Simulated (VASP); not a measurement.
Write the native input for VASP 6.6.1 that does the following.

- Task: single point
- Functional: PBE
- Potentials or basis: VASP PAW PBE potentials, release 64 (Ru_pv, C)
- Cutoff: 520 eV
- k mesh: 8 × 8 × 8
- Occupations: gaussian, width 0.1 eV
- Spin: no spin polarisation
- Dipole correction: no
- Further INCAR settings: ALGO = Normal; EDIFF = 1e-06; NBANDS = 31

The structure of RuC2 lies in POSCAR:

```
RuC2
1.0
    0.0000000000      4.2756436082      4.2756436082
    4.2756436082      0.0000000000      4.2756436082
    4.2756436082      4.2756436082      0.0000000000
Ru C
2 4
Direct
    0.5000000000      0.5000000000      0.5000000000
    0.7500000000      0.7500000000      0.7500000000
    0.6250000000      0.6250000000      0.6250000000
    0.6250000000      0.6250000000      0.1250000000
    0.6250000000      0.1250000000      0.6250000000
    0.1250000000      0.6250000000      0.6250000000
```

The input as run:

INCAR

```
PREC     = Accurate       # precision mode
ENCUT    = 520            # plane-wave cutoff, eV
EDIFF    = 1E-6           # SCF threshold, eV
ISMEAR   = 0              # smearing method
SIGMA    = 0.1            # smearing width, eV
LREAL    = False          # projectors in reciprocal space
LASPH    = True           # aspherical terms in the spheres
NELM     = 100            # most SCF steps
ALGO     = Normal         # electronic algorithm
ISIF     = 2              # what is computed and relaxed
LWAVE    = False          # write WAVECAR
LCHARG   = True           # write CHGCAR
GGA      = PE             # functional
LELF     = True           # ELF
LVHAR    = True         
NBANDS   = 31             # bands
```

KPOINTS

```
Automatic mesh
0
Gamma
  8 8 8
```

Potentials or basis: VASP PAW PBE potentials, release 64 (Ru_pv, C).

The run is started by

```bash
$ cat potpaw_PBE.64/Ru_pv/POTCAR potpaw_PBE.64/C/POTCAR > POTCAR
$ mpirun -np 1 vasp_std > vasp.out
```

It gave:

* Pressure: -0.1 GPa
* Band gap on the k mesh: zero (band 22 reaches -0.06 eV, above the bottom of band 23 at -0.77 eV)

It took 5.7 min on 1 thread of AMD EPYC 7571, with other jobs on the host, peak memory 0.34 GiB.
